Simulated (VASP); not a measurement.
Re, 2 atoms in the cell. It takes space group Fd-3m (No. 227, cubic). Conventional cell: a = 5.632 Å, b = 5.632 Å, c = 5.632 Å, α = 90.00°, β = 90.00°, γ = 90.00°. Re (site symmetry -43m) has 4 Re at 2.44 Å within 3.2 Å. 

- Program: VASP 6.6.1
- Task: single point
- Functional: r2SCAN
- Potentials or basis: VASP PAW PBE potentials, release 64 (Re)
- Cutoff: 520 eV
- k mesh: 8 × 8 × 8
- Occupations: methfessel-paxton, width 0.05 eV
- Spin: no spin polarisation
- Dipole correction: no
- Further INCAR settings: ALGO = Normal; EDIFF = 1e-06; NBANDS = 14

Potentials or basis: VASP PAW PBE potentials, release 64 (Re).

Command:

```console
$ cat potpaw_PBE.64/Re/POTCAR > POTCAR
$ cp INCAR.step1 INCAR
$ mpirun -np 1 vasp_std > vasp.out
$ cp INCAR.step2 INCAR
$ mpirun -np 1 vasp_std > vasp.out
```

Hardware: 1 thread of Intel(R) Xeon(R) 6975P-C (Granite Rapids), on a shared host.

Question: How long does it take, and how much memory?

Answer: It took 37 s on 1 thread of Intel(R) Xeon(R) 6975P-C (Granite Rapids), with other jobs on the host, peak memory 0.17 GiB. Counts: k points 29.
